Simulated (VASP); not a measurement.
# Bi2Te3 (P-1) in VASP: single point with PBEsol

Aim: the single point of Bi2Te3 with PBEsol.

All numbers are computed with VASP 6.6.1; they aren't measurements. Logs are shortened: lines on timing, memory, paths and dates and some standing lists are left out, and cuts for length are marked.

## Step 1: The cell of the first run

The typed cell holds 5 atoms: a = 10.370 Å, b = 10.513 Å, c = 10.552 Å, α = 24.35°, β = 23.87°, γ = 24.24°.

## Step 2: Single point, PBEsol (equal xy, yz and zx shear strains of -3 %)

Input file INCAR:

```
PREC = Accurate
ENCUT = 520
EDIFF = 1E-7
ISMEAR = -1
SIGMA = 0.08
LREAL = False
LASPH = True
NELM = 100
ALGO = Normal
ISIF = 2
LWAVE = False
LCHARG = False
GGA = PS
NBANDS = 32
```

Input file KPOINTS:

```
Automatic mesh
0
Gamma
  7 7 7
```

Input file POSCAR:

```
Bi2Te3
1.0
    2.0215235665      1.0807494043     10.1137830497
   -2.3644775503      1.1465394211     10.1795730664
   -0.1145011661     -2.6847439754     10.2036538839
Bi Te
2 3
Direct
    0.4000000000      0.4000000000      0.4000000000
    0.6000000000      0.6000000000      0.6000000000
    0.0000000000      0.0000000000      0.0000000000
    0.2095000000      0.2095000000      0.2095000000
    0.7905000000      0.7905000000      0.7905000000
```

Potentials or basis: VASP PAW PBE potentials, release 64 (Bi_d, Te).

Command:

```
> cat potpaw_PBE.64/Bi_d/POTCAR potpaw_PBE.64/Te/POTCAR > POTCAR
> mpirun -np 1 vasp_std > vasp.out
```

OUTCAR:

```text
PREC = Accurate
   ENCUT = 520
   EDIFF = 1E-7
   ISMEAR = -1
   LREAL = False
   LASPH = True
   NELM = 100
   ISIF = 2
   GGA = PS

 ion  position               nearest neighbor table
   1  0.400  0.400  0.400-   5 3.03   5 3.09   5 3.11   3 3.20   3 3.26   3 3.29
   2  0.600  0.600  0.600-   4 3.03   4 3.09   4 3.11   3 3.20   3 3.26   3 3.29
   3  0.000  0.000  0.000-   2 3.20   1 3.20   2 3.26   1 3.26   2 3.29   1 3.29
   4  0.209  0.209  0.209-   2 3.03   2 3.09   2 3.11   5 3.58   5 3.64
   5  0.791  0.791  0.791-   1 3.03   1 3.09   1 3.11   4 3.58   4 3.64

  LATTYP: Found a triclinic cell.
 ALAT       =     4.3869878561
 B/A-ratio  =     1.0128051678
 C/A-ratio  =     2.3638777548
 COS(alpha) =     0.0141344231
 COS(beta)  =     0.1787014959
 COS(gamma) =     0.5191268021

  Lattice vectors:

 A1 = (  -4.3860011168,   0.0657900168,   0.0657900167)
 A2 = (  -2.2499763842,   3.8312833965,  -0.0240808175)
 A3 = (  -2.0215235665,  -1.0807494043, -10.1137830497)

Analysis of symmetry for initial positions (statically):
=====================================================================
 Subroutine PRICEL returns:
 Original cell was already a primitive cell.

 Routine SETGRP: Setting up the symmetry group for a
 triclinic supercell.

 Subroutine GETGRP returns: Found  2 space group operations
 (whereof  2 operations were pure point group operations)
 out of a pool of  2 trial point group operations.

The static configuration has the point symmetry S_2 .

Analysis of symmetry for dynamics (positions and initial velocities):
=====================================================================
 Subroutine PRICEL returns:
 Original cell was already a primitive cell.

 Routine SETGRP: Setting up the symmetry group for a
 triclinic supercell.

 Subroutine GETGRP returns: Found  2 space group operations
 (whereof  2 operations were pure point group operations)
 out of a pool of  2 trial point group operations.

The dynamic configuration has the point symmetry S_2 .

 Subroutine INISYM returns: Found  2 space group operations
 (whereof  2 operations are pure point group operations),
 and found     1 'primitive' translations

----------------------------------------------------------------------------------------

                                     Primitive cell

  volume of cell :     169.2419

  direct lattice vectors                    reciprocal lattice vectors
     2.021523566  1.080749404 10.113783050     0.230607404  0.135668149  0.038284233
    -2.364477550  1.146539421 10.179573066    -0.225597251  0.128720870  0.031336954
    -0.114501166 -2.684743975 10.203653884    -0.003511444 -0.262890310  0.028794073

  length of vectors
    10.370303003 10.513278011 10.551564496     0.270280047  0.261620310  0.264485811

  position of ions in fractional coordinates (direct lattice)
     0.400000000  0.400000000  0.400000000
     0.600000000  0.600000000  0.600000000
     0.000000000  0.000000000  0.000000000
     0.209500000  0.209500000  0.209500000
     0.790500000  0.790500000  0.790500000

  ion indices of the primitive-cell ions
   primitive index   ion index
                 1           1
                 2           2
                 3           3
                 4           4
                 5           5

----------------------------------------------------------------------------------------

 KPOINTS: Automatic mesh

Automatic generation of k-mesh.
 Grid dimensions read from file:
 generate k-points for:    7    7    7

 Generating k-lattice:

  Cartesian coordinates                     Fractional coordinates (reciprocal lattice)
     0.032943915  0.019381164  0.005469176     0.142857143 -0.000000000 -0.000000000
    -0.032228179  0.018388696  0.004476708    -0.000000000  0.142857143 -0.000000000
    -0.000501635 -0.037555759  0.004113439     0.000000000  0.000000000  0.142857143

  Length of vectors
     0.038611435  0.037374330  0.037783687

  Shift w.r.t. Gamma in fractional coordinates (k-lattice)
     0.000000000  0.000000000  0.000000000

 Subroutine IBZKPT returns following result:
 ===========================================

 Found    172 irreducible k-points:

 Following reciprocal coordinates:
            Coordinates               Weight
  0.000000  0.000000  0.000000      1.000000
  0.142857  0.000000  0.000000      2.000000
  0.285714  0.000000  0.000000      2.000000
  0.428571  0.000000  0.000000      2.000000
 -0.000000  0.142857  0.000000      2.000000
  0.142857  0.142857  0.000000      2.000000
[... 16 lines left out ...]
 -0.428571  0.428571  0.000000      2.000000
 -0.285714  0.428571  0.000000      2.000000
 [... further k-points ...]
   k-points           NKPTS =    172   k-points in BZ     NKDIM =    172   number of bands    NBANDS=     32
   number of dos      NEDOS =    301   number of ions     NIONS =      5
   total plane-waves  NPLWV = 512000
   dimension x,y,z NGX =    80 NGY =   80 NGZ =   80
   dimension x,y,z NGXF=   160 NGYF=  160 NGZF=  160
   ions per type =               2   3
   NGX,Y,Z   is equivalent  to a cutoff of  12.82, 12.65, 12.60 a.u.
   NGXF,Y,Z  is equivalent  to a cutoff of  25.65, 25.30, 25.21 a.u.
 SYSTEM =  unknown system
   PREC   = accura    normal or accurate (medium, high low for compatibility)
   ISTART =      0    job   : 0-new  1-cont  2-samecut
   ICHARG =      2    charge: 1-file 2-atom 10-const
   ISPIN  =      1    spin polarized calculation?
   LNONCOLLINEAR =      F non collinear calculations
   LSORBIT =      F    spin-orbit coupling
   LASPH  =      T    aspherical Exc in radial PAW
   ENCUT  =  520.0 eV  38.22 Ry    6.18 a.u.  19.28 19.55 19.62*2*pi/ulx,y,z
   NELM   =    100;   NELMIN=  2; NELMDL= -5     # of ELM steps
   EDIFF  = 0.1E-06   stopping-criterion for ELM
   LREAL  =      F    real-space projection
   EDIFFG = 0.1E-05   stopping-criterion for IOM
   NSW    =      0    number of steps for IOM
   IBRION =     -1    ionic relax: 0-MD 1-quasi-New 2-CG
   NFREE  =      0    steps in history (QN), initial steepest desc. (CG)
   ISIF   =      2    stress and relaxation
   ISYM   =      2    0-nonsym 1-usesym 2-fastsym
   POTIM  = 0.5000    time-step for ionic-motion
   TEBEG  =    0.0;   TEEND  =   0.0 temperature during run
   PSTRESS=    0.0 pullay stress
   NELECT =      48.0000    total number of electrons
   NUPDOWN=      -1.0000    fix difference up-down
   EMIN   =  10.00;   EMAX   =-10.00  energy-range for DOS
   EFERMI =   0.00;   METHOD = LEGACY
   ISMEAR =    -1;   SIGMA  =   0.08  broadening in eV -4-tet -1-fermi 0-gaus
   EFERMI_NEDOS =   21; number of points for ismear=-14 and -15
   IALGO  =     38    algorithm
   IMIX   =      4    mixing-type and parameters
     AMIX     =   0.40;   BMIX     =  1.00
     AMIX_MAG =   1.60;   BMIX_MAG =  1.00
  volume/ion in A,a.u.               =      33.85       228.42
  Fermi-wavevector in a.u.,A,eV,Ry     =   1.075604  2.032598 15.740920  1.156925
  Thomas-Fermi vector in A             =   2.211466
   LORBIT       =      0    0 simple, 1 ext, 2 COOP (PROOUT), +10 PAW based schemes
   GGA     = PS    functional components
   LHFCALC =     F    Hartree Fock is set to
   AEXX    =    0.0000 exact exchange contribution
   IVDW    =     0    specifies the selected vdW correction
   LEPSILON=     F    determine dielectric tensor
   LRPA    =     F    only Hartree local field effects (RPA)
 non-spin polarized calculation
  energy-cutoff  :      520.00
  volume of cell :      169.24
 maximum number of plane-waves:      4579
 NGX is ok and might be reduce to    80
   NGX = 39   NGY = 39   NGZ = 39

 number of electron      48.0000004 magnetization

 Free energy of the ion-electron system (eV)
  ---------------------------------------------------
  ext. energy  EPLUGINS =         0.00000000
  ---------------------------------------------------
  free energy    TOTEN  =       -20.25245233 eV

  energy without entropy =      -20.25007384  energy(sigma->0) =      -20.25126308

 E-fermi :   6.1855     XC(G=0):  -9.4952

 val. band max:        6.0786087622   @ k =   0.0000   0.0000   0.0000
 cond. band min:       6.2640029547   @ k =   0.0000   0.0000   0.0000
 fundamental gap:      0.1853941925
 Fermi energy:         6.1854778771

 k-point     1 :       0.0000    0.0000    0.0000
  band No.  band energies     occupation
      1     -17.0442      2.00000
      2     -17.0431      2.00000
      3     -17.0415      2.00000
      4     -17.0404      2.00000
      5     -17.0333      2.00000
      6     -17.0327      2.00000
[... 24 lines left out ...]
     31      10.8400      0.00000
     32      11.3494      0.00000

 k-point     2 :       0.1429    0.0000    0.0000
  band No.  band energies     occupation
      1     -17.0453      2.00000
      2     -17.0437      2.00000
      3     -17.0395      2.00000
      4     -17.0382      2.00000
      5     -17.0331      2.00000
      6     -17.0319      2.00000
[... 24 lines left out ...]
     31      10.3392      0.00000
     32      10.9473      0.00000

 k-point     3 :       0.2857    0.0000    0.0000
  band No.  band energies     occupation
      1     -17.0496      2.00000
      2     -17.0472      2.00000
      3     -17.0358      2.00000
      4     -17.0338      2.00000
      5     -17.0321      2.00000
      6     -17.0305      2.00000
[... 24 lines left out ...]
     31       9.9173      0.00000
     32      11.6668      0.00000

 k-point     4 :       0.4286    0.0000    0.0000
  band No.  band energies     occupation
      1     -17.0537      2.00000
      2     -17.0507      2.00000
      3     -17.0354      2.00000
      4     -17.0325      2.00000
      5     -17.0317      2.00000
      6     -17.0312      2.00000
[... 654 lines left out ...]
     31      10.9433      0.00000
     32      11.5048      0.00000

 k-point    23 :      -0.4286    0.4286    0.0000
  band No.  band energies     occupation
      1     -17.0491      2.00000
      2     -17.0472      2.00000
      3     -17.0405      2.00000
      4     -17.0379      2.00000
      5     -17.0373      2.00000
      6     -17.0349      2.00000
[... 24 lines left out ...]
     31      11.1982      0.00000
     32      11.8898      0.00000

 k-point    24 :      -0.2857    0.4286    0.0000
  band No.  band energies     occupation
      1     -17.0458      2.00000
      2     -17.0452      2.00000
      3     -17.0429      2.00000
      4     -17.0388      2.00000
      5     -17.0331      2.00000
      6     -17.0313      2.00000
[... 24 lines left out ...]
     31      11.0240      0.00000
     32      11.5232      0.00000

 [... further k-points ...]
[... 5 lines left out ...]
  --------------------------------------------------------------------------------------
  -------------------------------------------------------------------------------------
  Total       -1.3148233      0.4847505     -0.7333320      0.1757102      1.7423402      0.7845489
  in kB      -12.4471529      4.5890302     -6.9422989      1.6634110     16.4943656      7.4271584
  external PRESSURE =      -4.9334739 kB  Pullay stress =       0.0000000 kB

 VOLUME and BASIS-vectors are now :
 -----------------------------------------------------------------------------
  energy-cutoff  :      520.00
  volume of cell :      169.24
      direct lattice vectors                 reciprocal lattice vectors
     2.021523566  1.080749404 10.113783050     0.230607404  0.135668149  0.038284233
    -2.364477550  1.146539421 10.179573066    -0.225597251  0.128720870  0.031336954
    -0.114501166 -2.684743975 10.203653884    -0.003511444 -0.262890310  0.028794073

 POSITION                                       TOTAL-FORCE (eV/Angst)
 -----------------------------------------------------------------------------------
     -0.18298     -0.18298     12.19880        -0.038988     -0.080286      0.039710
     -0.27447     -0.27447     18.29821         0.038988      0.080286     -0.039710
      0.00000      0.00000      0.00000         0.000000      0.000000      0.000000
     -0.09584     -0.09584      6.38912        -0.095119     -0.203079      0.091919
     -0.36162     -0.36162     24.10789         0.095119      0.203079     -0.091919
 -----------------------------------------------------------------------------------
    total drift:                               -0.000000     -0.000000     -0.000000

  FREE ENERGIE OF THE ION-ELECTRON SYSTEM (eV)
  ---------------------------------------------------
  free  energy   TOTEN  =       -20.2524523302 eV

  energy  without entropy=      -20.2500738370  energy(sigma->0) =      -20.25126308
```

It took 1.5 h on 1 thread of Oxide Virtual Turin-like, shared host; peak memory 1.4 GiB.

What came out:

```yaml
Free_energy: -20.2525 eV
Pressure: -0.5 GPa
Largest_force: 0.242 eV/Å
Band_gap_on_the_k_mesh: 0.19 eV
```

Forces in eV/Å, atoms in the order of the input:
```
Bi  -0.039 -0.080  0.040
Bi   0.039  0.080 -0.040
Te   0.000  0.000  0.000
Te  -0.095 -0.203  0.092
Te   0.095  0.203 -0.092
```

Caveat: the cell differs from its parent crystal (equal xy, yz and zx shear strains of -3 %); the PAW data sets were made with another functional, which shifts forces and pressure a little; spin-orbit coupling is left out, which moves the levels of the heavy elements. A k mesh can miss the band edges.
